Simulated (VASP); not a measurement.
Here is a VASP 6.6.1 calculation.

INCAR

```
PREC = Accurate ; ENCUT = 600
EDIFF = 1E-6 ; ISMEAR = 0
SIGMA = 0.1 ; LREAL = F
LASPH = T ; NELM = 100
ALGO = Normal ; ISIF = 3
LWAVE = F ; LCHARG = F
GGA = PE ; IBRION = 2
NSW = 100 ; EDIFFG = -0.01
```

KPOINTS

```
Automatic mesh
0
Gamma
  16 16 16
```

Contents of POSCAR:

```
CuH3
1.0
    2.7739070245      0.0000000000      0.0000000000
    0.0000000000      2.7739070245      0.0000000000
    0.0000000000      0.0000000000      2.7739070245
Cu H
1 3
Direct
    0.0000000000      0.0000000000      0.0000000000
    0.5000000000      0.5000000000      0.0000000000
    0.5000000000      0.0000000000      0.5000000000
    0.0000000000      0.5000000000      0.5000000000
```

Potentials or basis: VASP PAW PBE potentials, release 64 (Cu, H).

The run is started by

```sh
$ cat potpaw_PBE.64/Cu/POTCAR potpaw_PBE.64/H/POTCAR > POTCAR
$ mpirun -np 1 vasp_std > vasp.out
```

(1) What does it give for the space group after relaxing (to 0.1 Å)?

(2) Estimate the band gap on the k mesh.

Results:

(1) Pm-3m (No. 221).

(2) zero (bands 7 and 8 overlap by 3.47 eV).
